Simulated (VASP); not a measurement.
# CaSi2N2 (Cmmm) in VASP: single point with PBE

Aim: the single point of CaSi2N2 with PBE.

Program: VASP 6.6.1. These are calculated values, not measurements. Logs are shortened: lines on timing, memory, paths and dates and some standing lists are left out, and cuts for length are marked.

## (1) The cell of the first run

It takes space group Cmmm (No. 65, orthorhombic). Conventional cell: a = 3.852 Å, b = 7.782 Å, c = 7.070 Å, α = 90.00°, β = 90.00°, γ = 90.00°. Within 3.0 Å of Ca (site symmetry mmm) lie 2 N at 2.23 Å. Within 2.5 Å of Si (site symmetry m2m) lie 2 N at 1.76 Å and 3 Si at 2.37 to 2.45 Å. N (site symmetry mm2) has 2 Si at 1.76 Å and 1 Ca at 2.23 Å within 2.3 Å.

The cell was built from a structure type or drawn by symmetry, and may not be a known phase.

## (2) Single point, PBE, collinear spin, ferromagnetic start

Input file INCAR:

```
SYSTEM = CaSi2N2
ALGO = Normal
EDIFF = 1E-7
ENCUT = 520
GGA = PE
ISIF = 2
ISMEAR = 0
ISPIN = 2
LASPH = .TRUE.
LCHARG = .FALSE.
LORBIT = 11
LREAL = .FALSE.
LWAVE = .FALSE.
MAGMOM = 0 0 0 1 1
NBANDS = 26
NELM = 150
PREC = Accurate
SIGMA = 0.1
```

Input file KPOINTS:

```
k-points
0
G
  6 6 4
  0 0 0
```

Input file POSCAR:

```
CaSi2N2
1.0
    1.9260596294     -3.8911874809      0.0000000000
    1.9260596294      3.8911874809      0.0000000000
    0.0000000000      0.0000000000      7.0696623735
Ca Si N
1 2 2
Direct
    0.5000000000      0.5000000000      0.0000000000
    0.6522828757      0.3477171243      0.5000000000
    0.3477171243      0.6522828757      0.5000000000
    0.5000000000      0.5000000000      0.6838908580
    0.5000000000      0.5000000000      0.3161091420
```

Potentials or basis: VASP PAW PBE potentials, release 64 (Ca_sv, Si, N).

Command:

```bash
> cat potpaw_PBE.64/Ca_sv/POTCAR potpaw_PBE.64/Si/POTCAR potpaw_PBE.64/N/POTCAR > POTCAR
> mpirun -np 1 vasp_std > vasp.out
```

OUTCAR:

```text
SYSTEM = CaSi2N2
   EDIFF = 1E-7
   ENCUT = 520
   GGA = PE
   ISIF = 2
   ISMEAR = 0
   ISPIN = 2
   LASPH = .TRUE.
   LORBIT = 11
   LREAL = .FALSE.
   NELM = 150
   PREC = Accurate

 ion  position               nearest neighbor table
   1  0.500  0.500  0.000-   4 2.23   5 2.23
   2  0.652  0.348  0.500-   4 1.76   5 1.76   3 2.37   3 2.45   3 2.45
   3  0.348  0.652  0.500-   4 1.76   5 1.76   2 2.37   2 2.45   2 2.45
   4  0.500  0.500  0.684-   2 1.76   3 1.76   1 2.23
   5  0.500  0.500  0.316-   2 1.76   3 1.76   1 2.23

  LATTYP: Found a base centered orthorhombic cell.
 ALAT       =     3.8521192588
 B/A-ratio  =     2.0202840148
 C/A-ratio  =     1.8352657066

  Lattice vectors:

 A1 = (   1.9260596294,  -3.8911874809,   0.0000000000)
 A2 = (   1.9260596294,   3.8911874809,   0.0000000000)
 A3 = (   0.0000000000,   0.0000000000,   7.0696623735)

Analysis of symmetry for initial positions (statically):
=====================================================================
 Subroutine PRICEL returns:
 Original cell was already a primitive cell.

 Routine SETGRP: Setting up the symmetry group for a
 base centered orthorhombic supercell.

 Subroutine GETGRP returns: Found  8 space group operations
 (whereof  8 operations were pure point group operations)
 out of a pool of  8 trial point group operations.

The static configuration has the point symmetry D_2h.

Analysis of symmetry for dynamics (positions and initial velocities):
=====================================================================
 Subroutine PRICEL returns:
 Original cell was already a primitive cell.

 Routine SETGRP: Setting up the symmetry group for a
 base centered orthorhombic supercell.

 Subroutine GETGRP returns: Found  8 space group operations
 (whereof  8 operations were pure point group operations)
 out of a pool of  8 trial point group operations.

The dynamic configuration has the point symmetry D_2h.

Analysis of structural, dynamic, and magnetic symmetry:
=====================================================================
 Subroutine PRICEL returns:
 Original cell was already a primitive cell.

 Routine SETGRP: Setting up the symmetry group for a
 base centered orthorhombic supercell.

 Subroutine GETGRP returns: Found  8 space group operations
 (whereof  8 operations were pure point group operations)
 out of a pool of  8 trial point group operations.

The overall configuration has the point symmetry D_2h.

 Subroutine INISYM returns: Found  8 space group operations
 (whereof  8 operations are pure point group operations),
 and found     1 'primitive' translations

----------------------------------------------------------------------------------------

                                     Primitive cell

  volume of cell :     105.9694

  direct lattice vectors                    reciprocal lattice vectors
     1.926059629 -3.891187481  0.000000000     0.259597363 -0.128495479  0.000000000
     1.926059629  3.891187481  0.000000000     0.259597363  0.128495479  0.000000000
     0.000000000  0.000000000  7.069662373     0.000000000  0.000000000  0.141449471

  length of vectors
     4.341779095  4.341779095  7.069662373     0.289658210  0.289658210  0.141449471

  position of ions in fractional coordinates (direct lattice)
     0.500000000  0.500000000  0.000000000
     0.652282876  0.347717124  0.500000000
     0.347717124  0.652282876  0.500000000
     0.500000000  0.500000000  0.683890858
     0.500000000  0.500000000  0.316109142

  ion indices of the primitive-cell ions
   primitive index   ion index
                 1           1
                 2           2
                 3           3
                 4           4
                 5           5

----------------------------------------------------------------------------------------

 KPOINTS: k-points

Automatic generation of k-mesh.
 Grid dimensions read from file:
 generate k-points for:    6    6    4

 Generating k-lattice:

  Cartesian coordinates                     Fractional coordinates (reciprocal lattice)
     0.043266227 -0.021415913  0.000000000     0.166666667  0.000000000  0.000000000
     0.043266227  0.021415913  0.000000000     0.000000000  0.166666667  0.000000000
     0.000000000  0.000000000  0.035362368     0.000000000  0.000000000  0.250000000

  Length of vectors
     0.048276368  0.048276368  0.035362368

  Shift w.r.t. Gamma in fractional coordinates (k-lattice)
     0.000000000  0.000000000  0.000000000

 Subroutine IBZKPT returns following result:
 ===========================================

 Found     39 irreducible k-points:

 Following reciprocal coordinates:
            Coordinates               Weight
  0.000000  0.000000  0.000000      1.000000
  0.166667  0.000000  0.000000      4.000000
  0.333333 -0.000000  0.000000      4.000000
  0.500000  0.000000  0.000000      2.000000
  0.166667  0.166667  0.000000      2.000000
  0.333333  0.166667  0.000000      4.000000
[... 16 lines left out ...]
  0.333333  0.333333  0.250000      4.000000
  0.500000  0.333333  0.250000      8.000000
 [... further k-points ...]
   k-points           NKPTS =     39   k-points in BZ     NKDIM =     39   number of bands    NBANDS=     26
   number of dos      NEDOS =    301   number of ions     NIONS =      5
   total plane-waves  NPLWV =  55296
   dimension x,y,z NGX =    32 NGY =   32 NGZ =   54
   dimension x,y,z NGXF=    64 NGYF=   64 NGZF=  108
   ions per type =               1   2   2
   NGX,Y,Z   is equivalent  to a cutoff of  12.25, 12.25, 12.70 a.u.
   NGXF,Y,Z  is equivalent  to a cutoff of  24.51, 24.51, 25.40 a.u.
 SYSTEM =  CaSi2N2
   PREC   = accura    normal or accurate (medium, high low for compatibility)
   ISTART =      0    job   : 0-new  1-cont  2-samecut
   ICHARG =      2    charge: 1-file 2-atom 10-const
   ISPIN  =      2    spin polarized calculation?
   LNONCOLLINEAR =      F non collinear calculations
   LSORBIT =      F    spin-orbit coupling
   LASPH  =      T    aspherical Exc in radial PAW
   ENCUT  =  520.0 eV  38.22 Ry    6.18 a.u.   8.07  8.07 13.14*2*pi/ulx,y,z
   NELM   =    150;   NELMIN=  2; NELMDL= -5     # of ELM steps
   EDIFF  = 0.1E-06   stopping-criterion for ELM
   LREAL  =      F    real-space projection
   EDIFFG = 0.1E-05   stopping-criterion for IOM
   NSW    =      0    number of steps for IOM
   IBRION =     -1    ionic relax: 0-MD 1-quasi-New 2-CG
   NFREE  =      0    steps in history (QN), initial steepest desc. (CG)
   ISIF   =      2    stress and relaxation
   ISYM   =      2    0-nonsym 1-usesym 2-fastsym
   POTIM  = 0.5000    time-step for ionic-motion
   TEBEG  =    0.0;   TEEND  =   0.0 temperature during run
   PSTRESS=    0.0 pullay stress
   NELECT =      28.0000    total number of electrons
   NUPDOWN=      -1.0000    fix difference up-down
   EMIN   =  10.00;   EMAX   =-10.00  energy-range for DOS
   EFERMI =   0.00;   METHOD = LEGACY
   ISMEAR =     0;   SIGMA  =   0.10  broadening in eV -4-tet -1-fermi 0-gaus
   EFERMI_NEDOS =   21; number of points for ismear=-14 and -15
   IALGO  =     38    algorithm
   IMIX   =      4    mixing-type and parameters
     AMIX     =   0.40;   BMIX     =  1.00
     AMIX_MAG =   1.60;   BMIX_MAG =  1.00
  volume/ion in A,a.u.               =      21.19       143.02
  Fermi-wavevector in a.u.,A,eV,Ry     =   1.050511  1.985178 15.015031  1.103574
  Thomas-Fermi vector in A             =   2.185517
   LORBIT       =     11    0 simple, 1 ext, 2 COOP (PROOUT), +10 PAW based schemes
   GGA     = PE    functional components
   LHFCALC =     F    Hartree Fock is set to
   AEXX    =    0.0000 exact exchange contribution
   IVDW    =     0    specifies the selected vdW correction
   LEPSILON=     F    determine dielectric tensor
   LRPA    =     F    only Hartree local field effects (RPA)
 spin polarized calculation
 Gauss-broadening in eV      SIGMA  =   0.10
  energy-cutoff  :      520.00
  volume of cell :      105.97
 maximum number of plane-waves:      2880
   NGX = 17   NGY = 17   NGZ = 27

 number of electron      27.9999998 magnetization       0.0000811

 Free energy of the ion-electron system (eV)
  ---------------------------------------------------
  ext. energy  EPLUGINS =         0.00000000
  ---------------------------------------------------
  free energy    TOTEN  =       -31.02291535 eV

  energy without entropy =      -31.01633575  energy(sigma->0) =      -31.01962555

 E-fermi :   3.1404     XC(G=0):  -8.2596

 val. band max:        3.1022924553   @ k =  -0.3333   0.1667   0.5000
 cond. band min:       3.1578547348   @ k =  -0.3333   0.3333   0.2500
 fundamental gap:      0.0555622795
 Fermi energy:         3.1404309295

 spin component 1

 k-point     1 :       0.0000    0.0000    0.0000
  band No.  band energies     occupation
      1     -37.9620      1.00000
      2     -19.1652      1.00000
      3     -19.1053      1.00000
      4     -18.7822      1.00000
      5     -13.3514      1.00000
      6     -10.6969      1.00000
[... 685 lines left out ...]
     25      10.2214      0.00000
     26      10.8896      0.00000

 [... further k-points ...]

 spin component 2

 k-point     1 :       0.0000    0.0000    0.0000
  band No.  band energies     occupation
      1     -37.9620      1.00000
      2     -19.1652      1.00000
      3     -19.1053      1.00000
      4     -18.7822      1.00000
      5     -13.3514      1.00000
      6     -10.6969      1.00000
[... 685 lines left out ...]
     25      10.2214      0.00000
     26      10.8897      0.00000

 [... further k-points ...]

------------------------ aborting loop because EDIFF is reached ----------------------------------------

  FORCE on cell =-STRESS in cart. coord.  units (eV):
  Direction    XX          YY          ZZ          XY          YZ          ZX
  --------------------------------------------------------------------------------------
  -------------------------------------------------------------------------------------
  Total       -0.0766987     -0.0564540      0.1857080      0.0000000      0.0000000      0.0000000
  in kB       -1.1596257     -0.8535414      2.8077645      0.0000000      0.0000000      0.0000000
  external PRESSURE =       0.2648658 kB  Pullay stress =       0.0000000 kB

 VOLUME and BASIS-vectors are now :
 -----------------------------------------------------------------------------
  energy-cutoff  :      520.00
  volume of cell :      105.97
      direct lattice vectors                 reciprocal lattice vectors
     1.926059629 -3.891187481  0.000000000     0.259597363 -0.128495479  0.000000000
     1.926059629  3.891187481  0.000000000     0.259597363  0.128495479  0.000000000
     0.000000000  0.000000000  7.069662373     0.000000000  0.000000000  0.141449471

 POSITION                                       TOTAL-FORCE (eV/Angst)
 -----------------------------------------------------------------------------------
      1.92606      0.00000      0.00000         0.000000      0.000000      0.000000
      1.92606     -1.18512      3.53483         0.000000     -0.006814      0.000000
      1.92606      1.18512      3.53483         0.000000      0.006814      0.000000
      1.92606      0.00000      4.83488        -0.000000      0.000000     -0.006997
      1.92606      0.00000      2.23478         0.000000      0.000000      0.006997
 -----------------------------------------------------------------------------------
    total drift:                               -0.000000     -0.000000     -0.000000

  FREE ENERGIE OF THE ION-ELECTRON SYSTEM (eV)
  ---------------------------------------------------
  free  energy   TOTEN  =       -31.0229153529 eV

  energy  without entropy=      -31.0163357489  energy(sigma->0) =      -31.01962555

 total charge

# of ion       s       p       d       tot
------------------------------------------
    1        2.055   5.859   0.262   8.176
    2        0.737   0.913   0.000   1.650
    3        0.737   0.913   0.000   1.650
    4        1.253   2.528   0.000   3.781
    5        1.253   2.528   0.000   3.781
--------------------------------------------------
tot          6.035  12.741   0.262  19.038

 magnetization (x)

# of ion       s       p       d       tot
------------------------------------------
    1        0.000   0.000   0.000   0.000
    2       -0.000  -0.000   0.000  -0.000
    3       -0.000  -0.000   0.000  -0.000
    4        0.000  -0.000   0.000  -0.000
    5        0.000  -0.000   0.000  -0.000
--------------------------------------------------
tot          0.000  -0.000   0.000   0.000
```

Run time: 9.9 min. Hardware: 1 thread of AMD EPYC 7R43 (Zen 3), shared host; peak memory 0.33 GiB.

Results:

```
Free energy                                           : -31.0229 eV
Pressure                                              : 0.0 GPa
Largest force                                         : 0.007 eV/Å
Band gap on the k mesh                                : zero (filled and empty bands overlap)
Net moment                                            : 0.00 μB per cell
Valence electrons inside the program's atomic spheres : Ca 8.18; Si 1.65; N 3.78
```

Forces on the atoms (eV/Å):
```
Ca   0.000  0.000  0.000
Si   0.000 -0.007  0.000
Si   0.000  0.007  0.000
N    0.000  0.000 -0.007
N    0.000  0.000  0.007
```

Stress tensor (GPa, compression positive):
```
-0.12  0.00  0.00
 0.00 -0.09  0.00
 0.00  0.00  0.28
```
